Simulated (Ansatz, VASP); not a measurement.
LiH in VASP and in Ansatz

File POSCAR:

```
LiH
1.0
    3.2548234149      0.0000000000      0.0000000000
   -1.6274117074      2.8187597621      0.0000000000
    0.0000000000      0.0000000000      4.2920531951
Li H
2 2
Direct
    0.3333333333      0.6666666667      0.2500000000
    0.6666666667      0.3333333333      0.7500000000
    0.6666666667      0.3333333333      0.2500000000
    0.3333333333      0.6666666667      0.7500000000
```

INCAR.step1

```
ALGO     = Normal         # electronic algorithm
EDIFF    = 1E-5           # SCF threshold, eV
ENCUT    = 520            # plane-wave cutoff, eV
GGA      = PE             # functional
ISIF     = 2              # what is computed and relaxed
ISMEAR   = 0              # smearing method
LASPH    = True           # aspherical terms in the spheres
LCHARG   = False          # write CHGCAR
LREAL    = False          # projectors in reciprocal space
LWAVE    = True           # write WAVECAR
NBANDS   = 12             # bands
NELM     = 100            # most SCF steps
PREC     = Accurate       # precision mode
SIGMA    = 0.01           # smearing width, eV
```

The input INCAR.step2:

```
ALGO     = Normal         # electronic algorithm
EDIFF    = 1E-6           # SCF threshold, eV
ENCUT    = 520            # plane-wave cutoff, eV
GGA      = PE             # functional
HFSCREEN = 0.2079         # screening, 1/A
ISIF     = 2              # what is computed and relaxed
ISMEAR   = 0              # smearing method
ISTART   = 1            
LASPH    = True           # aspherical terms in the spheres
LCHARG   = False          # write CHGCAR
LHFCALC  = True           # exact exchange
LREAL    = False          # projectors in reciprocal space
LWAVE    = False          # write WAVECAR
NBANDS   = 12             # bands
NELM     = 100            # most SCF steps
PREC     = Accurate       # precision mode
PRECFOCK = Normal       
SIGMA    = 0.01           # smearing width, eV
```

KPOINTS

```
k-points
0
Gamma
  6 6 4
```

Input for Ansatz:

```yaml
crystal:
  lattice:
    - [3.2548234149, 0.0, 0.0]
    - [-1.6274117074, 2.8187597621, 0.0]
    - [0.0, 0.0, 4.2920531951]
  atoms:
    - { symbol: Li, position: [0.3333333333, 0.6666666667, 0.25] }
    - { symbol: Li, position: [0.6666666667, 0.3333333333, 0.75] }
    - { symbol: H, position: [0.6666666667, 0.3333333333, 0.25] }
    - { symbol: H, position: [0.3333333333, 0.6666666667, 0.75] }
kpoints:
  mp_grid: { grid: [6, 6, 4] }
  band_path:
    path:
      - [0.0, 0.0, 0.0]
      - [0.5, 0.0, 0.0]
      - [0.3333333333, 0.3333333333, 0.0]
      - [0.0, 0.0, 0.5]
      - [0.5, 0.0, 0.5]
      - [0.3333333333, 0.3333333333, 0.5]
    npoints: 1
hamiltonian:
  xc: hse06
scf:
  occupations: { method: fixed }
  n_extra_bands: 5
output:
  forces: true
  stress: true
  eigenvalues: true
```

Change from the starting cell: uniaxial_z strain +5.5%.

Alike in both runs: task single point; functional HSE06; k mesh 6 × 6 × 4; no spin polarisation.

|  | VASP | Ansatz |
| --- | --- | --- |
| version | VASP 6.6.1 | Ansatz 0.2.0 |
| potentials or method | VASP PAW PBE potentials, release 64 (Li_sv, H) | plane waves, PAW |
| plane-wave cutoff (eV) | 520 | 420 |
| occupations | gaussian, width 0.01 eV | fixed |
| valence electrons in the cell | 8 | 8 |

```csv
,VASP,Ansatz,Ansatz less VASP
gap on the k mesh at the Fermi level (eV),3.25,3.25,+0.003
```

Ansatz's warnings: stress exchange threshold loose, stress scf threshold loose.

Noted on VASP's run: the cutoff is short for stress, so the pressure is rough.
